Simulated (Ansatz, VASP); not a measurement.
## Be in VASP and in Ansatz

INCAR

```
  ALGO = Normal
  EDIFF = 1E-6
  ENCUT = 520
  GGA = PE
  ISIF = 2
  ISMEAR = -1
  LASPH = True
  LCHARG = False
  LREAL = False
  LWAVE = False
  NBANDS = 7
  NELM = 60
  PREC = Accurate
  SIGMA = 0.03
```

The input KPOINTS:

```
k-points
0
Gamma
  23 23 23
```

Contents of POSCAR:

```
Be
1.0
   -1.2275398764      1.2275398764      1.2275398764
    1.2275398764     -1.2275398764      1.2275398764
    1.2275398764      1.2275398764     -1.2275398764
Be
1
Direct
    0.0000000000      0.0000000000      0.0000000000
```

Input for Ansatz:

```yaml
crystal:
  lattice:
    - [-1.2275398764, 1.2275398764, 1.2275398764]
    - [1.2275398764, -1.2275398764, 1.2275398764]
    - [1.2275398764, 1.2275398764, -1.2275398764]
  atoms:
    - { symbol: Be, position: [0.0, 0.0, 0.0] }
kpoints:
  mp_grid: { grid: [23, 23, 23] }
  band_path:
    path:
      - [0.0, 0.0, 0.0]
      - [0.5, -0.5, 0.5]
      - [0.0, 0.0, 0.5]
      - [0.0, 0.0, 0.0]
      - [0.25, 0.25, 0.25]
      - [0.5, -0.5, 0.5]
      - [0.25, 0.25, 0.25]
      - [0.0, 0.0, 0.5]
    npoints: 5
scf:
  occupations: { method: fermi_dirac, width: 0.03 }
hamiltonian:
  xc: pbe
  pseudopotentials: { kind: all_electron, lapw: { basis_error: 0.00025 } }
output:
  forces: true
  stress: true
  eigenvalues: true
```

Change from the starting cell: volume scaled by 0.94.

Alike in both runs: task single point; functional PBE; k mesh 23 × 23 × 23; occupations fermi-dirac, width 0.03 eV; no spin polarisation.

```csv
,VASP,Ansatz
version,VASP 6.6.1,Ansatz 0.2.0
potentials or method,"VASP PAW PBE potentials, release 64 (Be), cutoff 520 eV","all-electron LAPW, scalar-relativistic"
```

Ansatz gave:

* pressure (GPa): 7.4

Task: Which values does VASP return?

Result: Pressure (GPa): 7.6.

Ansatz ran all-electron here, and VASP with PAW potentials.
